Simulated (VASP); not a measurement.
A run of VASP 6.6.1 is set up as follows.

File INCAR:

```
SYSTEM = Y
PREC = Accurate ; ENCUT = 520
EDIFF = 1E-8 ; ISMEAR = -1
SIGMA = 0.08 ; LREAL = .False.
LASPH = .True. ; NELM = 100
ALGO = Normal ; ISIF = 2
LWAVE = .False. ; LCHARG = .False.
LEFG = .True. ; NBANDS = 18
```

Contents of KPOINTS:

```
regular mesh
0
Gamma
  12 12 7
  0 0 0
```

POSCAR

```
Y
1.0
    3.6756820560      0.0000000000      0.0000000000
   -1.8378410280      3.1832340367      0.0000000000
    0.0000000000      0.0000000000      5.7854633609
Y
2
Direct
    0.3333333333      0.6666666667      0.2500000000
    0.6666666667      0.3333333333      0.7500000000
```

Potentials or basis: VASP PAW LDA potentials, release 64 (Y_sv).

Launch:

```bash
$ cat potpaw_LDA.64/Y_sv/POTCAR > POTCAR
$ mpirun -np 1 vasp_std > vasp.out
```

Question: What does it give for the band gap on the k mesh?

Answer: Zero (band 11 reaches 3.54 eV, above the bottom of band 12 at 2.27 eV).

Question: Estimate the pressure.

Answer: -4.6 GPa.

Stress tensor (GPa, compression positive):
```
-4.43  0.00  0.00
 0.00 -4.43  0.00
 0.00  0.00 -5.02
```

Caveat: without QUAD_EFG the Cq values of the log hold for a quadrupole moment of 1 mb, not for the nuclei.
